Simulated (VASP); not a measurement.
# Al2Cu (P4/mmm) in VASP: further runs

The runs below take Al2Cu through single point, with PBEsol.

Everything below comes from runs of VASP 6.6.1. Logs are shortened: lines on timing, memory, paths and dates and some standing lists are left out, and cuts for length are marked.

## 1. The cell of the first run

Symmetry: P4/mmm, No. 123, tetragonal system. Conventional cell: a = 4.180 Å, b = 4.180 Å, c = 2.713 Å, α = 90.00°, β = 90.00°, γ = 90.00°. Al (site symmetry mmm) has 4 Cu at 2.49 Å and 6 Al at 2.71 to 2.96 Å within 3.3 Å. Within 3.3 Å of Cu (site symmetry 4/mmm) lie 8 Al at 2.49 Å and 2 Cu at 2.71 Å.

## 2. Single point, PBEsol (mode 4 frozen in at +0.000 Å, strain +e along z and -e/2 along x and y -0.0467)

INCAR reads:

```
ALGO = Normal
EDIFF = 1E-6
ENCUT = 520
GGA = PS
ISIF = 2
ISMEAR = 0
LASPH = T
LCHARG = T
LELF = T
LREAL = F
LVHAR = T
LWAVE = F
NBANDS = 16
NELM = 60
PREC = Accurate
SIGMA = 0.15
```

KPOINTS reads:

```
k-points
0
Gamma
  10 10 14
```

POSCAR reads:

```
Al2Cu
1.0
    4.1795741489      0.0000000000      0.0000000000
    0.0000000000      4.1795741489      0.0000000000
    0.0000000000      0.0000000000      2.7129911133
Al Cu
2 1
Direct
    0.5000000000      0.0000000000      0.5000000000
    0.0000000000      0.5000000000      0.5000000000
    0.0000000000      0.0000000000      0.0000000000
```

Potentials or basis: VASP PAW PBE potentials, release 64 (Al, Cu).

Started as:

```bash
> cat potpaw_PBE.64/Al/POTCAR potpaw_PBE.64/Cu/POTCAR > POTCAR
> mpirun -np 1 vasp_std > vasp.out
```

OUTCAR:

```text
EDIFF = 1E-6
   ENCUT = 520
   GGA = PS
   ISIF = 2
   ISMEAR = 0
   LASPH = T
   LREAL = F
   NELM = 60
   PREC = Accurate

 ion  position               nearest neighbor table
   1  0.500  0.000  0.500-   3 2.49   3 2.49   3 2.49   3 2.49   2 2.96   2 2.96   2 2.96   2 2.96

   2  0.000  0.500  0.500-   3 2.49   3 2.49   3 2.49   3 2.49   1 2.96   1 2.96   1 2.96   1 2.96

   3  0.000  0.000  0.000-   1 2.49   2 2.49   1 2.49   2 2.49   2 2.49   2 2.49   1 2.49   1 2.49

  LATTYP: Found a simple tetragonal cell.
 ALAT       =     4.1795741489
 C/A-ratio  =     0.6491070661

  Lattice vectors:

 A1 = (   4.1795741489,   0.0000000000,   0.0000000000)
 A2 = (   0.0000000000,   4.1795741489,   0.0000000000)
 A3 = (   0.0000000000,   0.0000000000,   2.7129911133)

Analysis of symmetry for initial positions (statically):
=====================================================================
 Subroutine PRICEL returns:
 Original cell was already a primitive cell.

 Routine SETGRP: Setting up the symmetry group for a
 simple tetragonal supercell.

 Subroutine GETGRP returns: Found 16 space group operations
 (whereof 16 operations were pure point group operations)
 out of a pool of 16 trial point group operations.

The static configuration has the point symmetry D_4h.

Analysis of symmetry for dynamics (positions and initial velocities):
=====================================================================
 Subroutine PRICEL returns:
 Original cell was already a primitive cell.

 Routine SETGRP: Setting up the symmetry group for a
 simple tetragonal supercell.

 Subroutine GETGRP returns: Found 16 space group operations
 (whereof 16 operations were pure point group operations)
 out of a pool of 16 trial point group operations.

The dynamic configuration has the point symmetry D_4h.

 Subroutine INISYM returns: Found 16 space group operations
 (whereof 16 operations are pure point group operations),
 and found     1 'primitive' translations

----------------------------------------------------------------------------------------

                                     Primitive cell

  volume of cell :      47.3928

  direct lattice vectors                    reciprocal lattice vectors
     4.179574149  0.000000000  0.000000000     0.239258825  0.000000000  0.000000000
     0.000000000  4.179574149  0.000000000     0.000000000  0.239258825  0.000000000
     0.000000000  0.000000000  2.712991113     0.000000000  0.000000000  0.368596858

  length of vectors
     4.179574149  4.179574149  2.712991113     0.239258825  0.239258825  0.368596858

  position of ions in fractional coordinates (direct lattice)
     0.500000000  0.000000000  0.500000000
     0.000000000  0.500000000  0.500000000
     0.000000000  0.000000000  0.000000000

  ion indices of the primitive-cell ions
   primitive index   ion index
                 1           1
                 2           2
                 3           3

----------------------------------------------------------------------------------------

 KPOINTS: k-points

Automatic generation of k-mesh.
 Grid dimensions read from file:
 generate k-points for:   10   10   14

 Generating k-lattice:

  Cartesian coordinates                     Fractional coordinates (reciprocal lattice)
     0.023925883  0.000000000  0.000000000     0.100000000  0.000000000  0.000000000
     0.000000000  0.023925883  0.000000000     0.000000000  0.100000000  0.000000000
     0.000000000  0.000000000  0.026328347     0.000000000  0.000000000  0.071428571

  Length of vectors
     0.023925883  0.023925883  0.026328347

  Shift w.r.t. Gamma in fractional coordinates (k-lattice)
     0.000000000  0.000000000  0.000000000

 Subroutine IBZKPT returns following result:
 ===========================================

 Found    168 irreducible k-points:

 Following reciprocal coordinates:
            Coordinates               Weight
  0.000000  0.000000  0.000000      1.000000
  0.100000  0.000000  0.000000      4.000000
  0.200000  0.000000  0.000000      4.000000
  0.300000  0.000000  0.000000      4.000000
  0.400000  0.000000  0.000000      4.000000
  0.500000  0.000000  0.000000      2.000000
[... 16 lines left out ...]
  0.100000  0.000000  0.071429      8.000000
  0.200000  0.000000  0.071429      8.000000
 [... further k-points ...]
   k-points           NKPTS =    168   k-points in BZ     NKDIM =    168   number of bands    NBANDS=     16
   number of dos      NEDOS =    301   number of ions     NIONS =      3
   total plane-waves  NPLWV =  20480
   dimension x,y,z NGX =    32 NGY =   32 NGZ =   20
   dimension x,y,z NGXF=    64 NGYF=   64 NGZF=   40
   ions per type =               2   1
   NGX,Y,Z   is equivalent  to a cutoff of  12.73, 12.73, 12.26 a.u.
   NGXF,Y,Z  is equivalent  to a cutoff of  25.46, 25.46, 24.51 a.u.
 SYSTEM =  unknown system
   PREC   = accura    normal or accurate (medium, high low for compatibility)
   ISTART =      0    job   : 0-new  1-cont  2-samecut
   ICHARG =      2    charge: 1-file 2-atom 10-const
   ISPIN  =      1    spin polarized calculation?
   LNONCOLLINEAR =      F non collinear calculations
   LSORBIT =      F    spin-orbit coupling
   LASPH  =      T    aspherical Exc in radial PAW
   ENCUT  =  520.0 eV  38.22 Ry    6.18 a.u.   7.77  7.77  5.04*2*pi/ulx,y,z
   NELM   =     60;   NELMIN=  2; NELMDL= -5     # of ELM steps
   EDIFF  = 0.1E-05   stopping-criterion for ELM
   LREAL  =      F    real-space projection
   EDIFFG = 0.1E-04   stopping-criterion for IOM
   NSW    =      0    number of steps for IOM
   IBRION =     -1    ionic relax: 0-MD 1-quasi-New 2-CG
   NFREE  =      0    steps in history (QN), initial steepest desc. (CG)
   ISIF   =      2    stress and relaxation
   ISYM   =      2    0-nonsym 1-usesym 2-fastsym
   POTIM  = 0.5000    time-step for ionic-motion
   TEBEG  =    0.0;   TEEND  =   0.0 temperature during run
   PSTRESS=    0.0 pullay stress
   NELECT =      17.0000    total number of electrons
   NUPDOWN=      -1.0000    fix difference up-down
   EMIN   =  10.00;   EMAX   =-10.00  energy-range for DOS
   EFERMI =   0.00;   METHOD = LEGACY
   ISMEAR =     0;   SIGMA  =   0.15  broadening in eV -4-tet -1-fermi 0-gaus
   EFERMI_NEDOS =   21; number of points for ismear=-14 and -15
   IALGO  =     38    algorithm
   IMIX   =      4    mixing-type and parameters
     AMIX     =   0.40;   BMIX     =  1.00
     AMIX_MAG =   1.60;   BMIX_MAG =  1.00
  volume/ion in A,a.u.               =      15.80       106.61
  Fermi-wavevector in a.u.,A,eV,Ry     =   1.163198  2.198126 18.409086  1.353030
  Thomas-Fermi vector in A             =   2.299751
   LORBIT       =      0    0 simple, 1 ext, 2 COOP (PROOUT), +10 PAW based schemes
   GGA     = PS    functional components
   LHFCALC =     F    Hartree Fock is set to
   AEXX    =    0.0000 exact exchange contribution
   IVDW    =     0    specifies the selected vdW correction
   LEPSILON=     F    determine dielectric tensor
   LRPA    =     F    only Hartree local field effects (RPA)
 non-spin polarized calculation
 Gauss-broadening in eV      SIGMA  =   0.15
  energy-cutoff  :      520.00
  volume of cell :       47.39
 maximum number of plane-waves:      1294
 NGX is ok and might be reduce to    32
   NGX = 15   NGY = 15   NGZ = 11

 number of electron      17.0000003 magnetization

 Free energy of the ion-electron system (eV)
  ---------------------------------------------------
  ext. energy  EPLUGINS =         0.00000000
  ---------------------------------------------------
  free energy    TOTEN  =       -12.53345808 eV

  energy without entropy =      -12.52464133  energy(sigma->0) =      -12.52904970

 E-fermi :   7.4192     XC(G=0): -10.5920

 val. band max:        7.4189239541   @ k =   0.2000   0.0000   0.0714
 cond. band min:       7.4479495816   @ k =   0.5000   0.2000   0.3571
 fundamental gap:      0.0290256275
 Fermi energy:         7.4192090395

 k-point     1 :       0.0000    0.0000    0.0000
  band No.  band energies     occupation
      1      -3.3939      2.00000
      2       1.5910      2.00000
      3       2.1945      2.00000
      4       2.9271      2.00000
      5       3.3199      2.00000
      6       3.3199      2.00000
[... 8 lines left out ...]
     15      15.4755      0.00000
     16      20.5749      0.00000

 k-point     2 :       0.1000    0.0000    0.0000
  band No.  band energies     occupation
      1      -3.3132      2.00000
      2       1.5342      2.00000
      3       2.1726      2.00000
      4       2.8991      2.00000
      5       3.3185      2.00000
      6       3.3202      2.00000
[... 8 lines left out ...]
     15      15.5525      0.00000
     16      20.7691      0.00000

 k-point     3 :       0.2000    0.0000    0.0000
  band No.  band energies     occupation
      1      -3.0746      2.00000
      2       1.2514      2.00000
      3       2.1229      2.00000
      4       2.8345      2.00000
      5       3.2810      2.00000
      6       3.3149      2.00000
[... 8 lines left out ...]
     15      16.7083      0.00000
     16      20.4655      0.00000

 k-point     4 :       0.3000    0.0000    0.0000
  band No.  band energies     occupation
      1      -2.6934      2.00000
      2       0.6073      2.00000
      3       2.1003      2.00000
      4       2.7672      2.00000
      5       2.9205      2.00000
      6       3.3105      2.00000
[... 8 lines left out ...]
     15      18.5419      0.00000
     16      19.6153      0.00000
[... 324 lines left out ...]
 k-point    22 :       0.0000    0.0000    0.0714
  band No.  band energies     occupation
      1      -3.2885      2.00000
      2       1.6327      2.00000
      3       2.2436      2.00000
      4       2.9394      2.00000
      5       3.1844      2.00000
      6       3.1844      2.00000
[... 8 lines left out ...]
     15      16.3536      0.00000
     16      20.1695      0.00000

 k-point    23 :       0.1000    0.0000    0.0714
  band No.  band energies     occupation
      1      -3.2078      2.00000
      2       1.5778      2.00000
      3       2.2227      2.00000
      4       2.9108      2.00000
      5       3.1636      2.00000
      6       3.1921      2.00000
[... 8 lines left out ...]
     15      16.7441      0.00000
     16      19.6967      0.00000

 k-point    24 :       0.2000    0.0000    0.0714
  band No.  band energies     occupation
      1      -2.9696      2.00000
      2       1.3058      2.00000
      3       2.1728      2.00000
      4       2.8476      2.00000
      5       3.0639      2.00000
      6       3.2055      2.00000
[... 8 lines left out ...]
     15      17.5974      0.00000
     16      18.8155      0.00000

 [... further k-points ...]
[... 5 lines left out ...]
  --------------------------------------------------------------------------------------
  -------------------------------------------------------------------------------------
  Total       -0.1759225     -0.1759225      1.4225382      0.0000000      0.0000000      0.0000000
  in kB       -5.9472962     -5.9472962     48.0908100      0.0000000      0.0000000      0.0000000
  external PRESSURE =      12.0654058 kB  Pullay stress =       0.0000000 kB

 VOLUME and BASIS-vectors are now :
 -----------------------------------------------------------------------------
  energy-cutoff  :      520.00
  volume of cell :       47.39
      direct lattice vectors                 reciprocal lattice vectors
     4.179574149  0.000000000  0.000000000     0.239258825  0.000000000  0.000000000
     0.000000000  4.179574149  0.000000000     0.000000000  0.239258825  0.000000000
     0.000000000  0.000000000  2.712991113     0.000000000  0.000000000  0.368596858

 POSITION                                       TOTAL-FORCE (eV/Angst)
 -----------------------------------------------------------------------------------
      2.08979      0.00000      1.35650         0.000000      0.000000      0.000000
      0.00000      2.08979      1.35650         0.000000      0.000000      0.000000
      0.00000      0.00000      0.00000         0.000000      0.000000      0.000000
 -----------------------------------------------------------------------------------
    total drift:                                0.000000     -0.000000      0.000000

  FREE ENERGIE OF THE ION-ELECTRON SYSTEM (eV)
  ---------------------------------------------------
  free  energy   TOTEN  =       -12.5334580836 eV

  energy  without entropy=      -12.5246413256  energy(sigma->0) =      -12.52904970
```

It took 36 s on 1 thread of Intel Xeon 6975P-C (Granite Rapids), shared host; peak memory 0.24 GiB.

What came out:

```
Free energy : -12.5335 eV
Pressure    : 1.2 GPa
```

Levels at points of the mesh, in eV from the Fermi level:
| k point | band 7 | band 8 | band 9 | band 10 | band 11 | band 12 |
| --- | --- | --- | --- | --- | --- | --- |
| (0.00, 0.00, 0.00) | -2.87 | -2.87 | -0.69 | 0.47 | 5.32 | 5.32 |
| (0.50, 0.00, 0.00) | -4.10 | -1.66 | 1.15 | 1.17 | 1.21 | 7.65 |
| (0.50, 0.50, 0.00) | -4.11 | -4.11 | -2.60 | 8.17 | 8.17 | 8.93 |
| (0.00, 0.00, 0.50) | -2.82 | 1.95 | 2.57 | 2.57 | 2.85 | 2.85 |
| (0.50, 0.00, 0.50) | -3.15 | -2.23 | -1.34 | 3.74 | 3.92 | 4.62 |
| (0.50, 0.50, 0.50) | -2.46 | -2.46 | -0.50 | -0.38 | 0.27 | 0.27 |

Caveat: the cell differs from its parent crystal (mode 4 frozen in at +0.000 Å, strain +e along z and -e/2 along x and y -0.0467); the PAW data sets were made with another functional, which shifts forces and pressure a little.

## 3. Single point, PBEsol (mode 4 frozen in at +0.000 Å, strain +e along z and -e/2 along x and y +0.0467)

INCAR reads:

```
ALGO = Normal ; EDIFF = 1E-7
ENCUT = 520 ; GGA = PS
ISIF = 2 ; ISMEAR = 0
LASPH = True ; LCHARG = False
LREAL = False ; LWAVE = False
NBANDS = 16 ; NELM = 80
PREC = Accurate ; SIGMA = 0.15
```

KPOINTS is that of step 2.

POSCAR reads:

```
Al2Cu
1.0
    3.9888416403      0.0000000000      0.0000000000
    0.0000000000      3.9888416403      0.0000000000
    0.0000000000      0.0000000000      2.9787976485
Al Cu
2 1
Direct
    0.5000000000      0.0000000000      0.5000000000
    0.0000000000      0.5000000000      0.5000000000
    0.0000000000      0.0000000000      0.0000000000
```

Potentials or basis: VASP PAW PBE potentials, release 64 (Al, Cu).

Started as:

```bash
> cat potpaw_PBE.64/Al/POTCAR potpaw_PBE.64/Cu/POTCAR > POTCAR
> mpirun -np 1 vasp_std > vasp.out
```

It took 50 s on 1 thread of Intel Xeon 6975P-C (Granite Rapids), shared host; peak memory 0.25 GiB.

Results (log left out):

```yaml
Free_energy: -12.5221 eV
Pressure: 0.8 GPa
```

Stress tensor (GPa, compression positive):
```
 3.14  0.00  0.00
 0.00  3.14  0.00
 0.00  0.00 -3.95
```

Levels at points of the mesh, in eV from the Fermi level:
```csv
k point,band 6,band 7,band 8,band 9,band 10,band 11,band 12,band 13
"(0.00, 0.00, 0.00)",-4.08,-2.03,-2.03,0.61,1.19,4.88,6.85,7.10
"(0.50, 0.00, 0.00)",-4.13,-4.08,-0.60,1.97,2.24,2.67,6.37,8.39
"(0.50, 0.50, 0.00)",-4.12,-4.12,-4.02,-2.32,8.34,8.70,8.70,9.49
"(0.00, 0.00, 0.50)",-3.99,-3.15,2.52,2.52,2.97,2.97,3.06,3.16
"(0.50, 0.00, 0.50)",-4.02,-3.03,-2.65,-1.85,3.71,4.33,4.44,5.30
"(0.50, 0.50, 0.50)",-3.67,-2.10,-2.10,-1.21,-1.05,-0.08,-0.08,2.45
```

Caveat: the cell differs from its parent crystal (mode 4 frozen in at +0.000 Å, strain +e along z and -e/2 along x and y +0.0467); the PAW data sets were made with another functional, which shifts forces and pressure a little.

## 4. Single point, PBEsol

INCAR reads:

```
SYSTEM = Al2Cu
PREC = Accurate ; ENCUT = 520
EDIFF = 1E-7 ; ISMEAR = 0
SIGMA = 0.15 ; LREAL = .False.
LASPH = .True. ; NELM = 100
ALGO = Normal ; ISIF = 2
LWAVE = .False. ; LCHARG = .True.
GGA = PS ; LELF = .True.
LVHAR = .True. ; NBANDS = 16
```

KPOINTS reads:

```
Automatic mesh
0
Gamma
  10 10 14
  0 0 0
```

POSCAR reads:

```
Al2Cu
1.0
    4.1795741489      0.0000000000      0.0000000000
    0.0000000000      4.1795741489      0.0000000000
    0.0000000000      0.0000000000      2.7129911133
Al Cu
2 1
Direct
    0.5000000000      0.0000000000      0.5000000000
    0.0000000000      0.5000000000      0.5000000000
    0.0000000000      0.0000000000      0.0000000000
```

Started as:

```bash
> cat potpaw_PBE.64/Al/POTCAR potpaw_PBE.64/Cu/POTCAR > POTCAR
> mpirun -np 1 vasp_std > vasp.out
```

Wall time 35 s (1 thread of Intel Xeon 6975P-C (Granite Rapids), shared host); peak memory 0.25 GiB.

Results (log left out):

```yaml
Free_energy: -12.5335 eV
Pressure: 1.2 GPa
```

Stress tensor (GPa, compression positive):
```
-0.61  0.00  0.00
 0.00 -0.61  0.00
 0.00  0.00  4.80
```

Levels at points of the mesh, in eV from the Fermi level:
| k point | band 7 | band 8 | band 9 | band 10 | band 11 | band 12 |
| --- | --- | --- | --- | --- | --- | --- |
| (0.00, 0.00, 0.00) | -2.87 | -2.87 | -0.69 | 0.47 | 5.32 | 5.32 |
| (0.50, 0.00, 0.00) | -4.10 | -1.66 | 1.15 | 1.17 | 1.21 | 7.65 |
| (0.50, 0.50, 0.00) | -4.11 | -4.11 | -2.60 | 8.17 | 8.17 | 8.93 |
| (0.00, 0.00, 0.50) | -2.82 | 1.95 | 2.57 | 2.57 | 2.85 | 2.85 |
| (0.50, 0.00, 0.50) | -3.15 | -2.23 | -1.34 | 3.74 | 3.92 | 4.62 |
| (0.50, 0.50, 0.50) | -2.46 | -2.46 | -0.50 | -0.38 | 0.27 | 0.27 |

Caveat: the PAW data sets were made with another functional, which shifts forces and pressure a little.
